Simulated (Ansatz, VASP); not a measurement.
## One calculation of Os, two programs

Contents of INCAR:

```
ALGO = Normal
EDIFF = 1E-6
ENCUT = 560
GGA = CA
GGA_COMPAT = False
ISIF = 2
ISMEAR = 0
LASPH = True
LCHARG = True
LELF = True
LREAL = False
LVHAR = True
LWAVE = False
NBANDS = 23
NELM = 120
PREC = Accurate
SIGMA = 0.6
```

The input KPOINTS:

```
k-points
0
Gamma
  13 13 8
```

The input POSCAR:

```
Os
1.0
    2.7175247593      0.0000000000      0.0000000000
   -1.3587623796      2.3534454770      0.0000000000
    0.0000000000      0.0000000000      4.2844606214
Os
2
Direct
    0.3333333333      0.6666666667      0.2500000000
    0.6666666667      0.3333333333      0.7500000000
```

Input for Ansatz:

```yaml
crystal:
  lattice:
    - [2.7175247593, 0.0, 0.0]
    - [-1.3587623796, 2.353445477, 0.0]
    - [0.0, 0.0, 4.2844606214]
  atoms:
    - { symbol: Os, position: [0.3333333333, 0.6666666667, 0.25] }
    - { symbol: Os, position: [0.6666666667, 0.3333333333, 0.75] }
hamiltonian:
  xc: lda
  pseudopotentials:
    kind: paw
    azcp:
      Os: "pseudopotentials/Os.paw.azcp"
basis:
  ecutwfc: 420
  fft_grid_basis: typed
kpoints:
  mp_grid: { grid: [13, 13, 8], shift: [0, 0, 0] }
magnetization:
  spin_polarized: false
scf:
  occupations: { method: gaussian, width: 0.6 }
  lower_state_search: "off"
output:
  stress: true
```

Alike in both runs: task single point; functional LDA; k mesh 13 × 13 × 8; occupations gaussian, width 0.6 eV; no spin polarisation.

|  | VASP | Ansatz |
| --- | --- | --- |
| version | VASP 6.6.1 | Ansatz 0.2.0 |
| potentials or method | VASP PAW LDA potentials, release 64 (Os_sv_GW), cutoff 560 eV | plane waves (420 eV) with PAW, scalar-relativistic |
| valence electrons in the cell | 32 | 32 |

|  | VASP | Ansatz | Ansatz less VASP |
| --- | --- | --- | --- |
| pressure (GPa) | 1.3 | 0.9 | -0.46 |
| traceless stress, the component that is largest in VASP (GPa) | 0.84 | 0.71 | -0.135 |

Ansatz warns that its potentials were made for another functional, while VASP's fit it. LDA's correlation is that of Perdew and Zunger in VASP and of Perdew and Wang (1992) in Ansatz.

Spin-orbit coupling is off throughout.
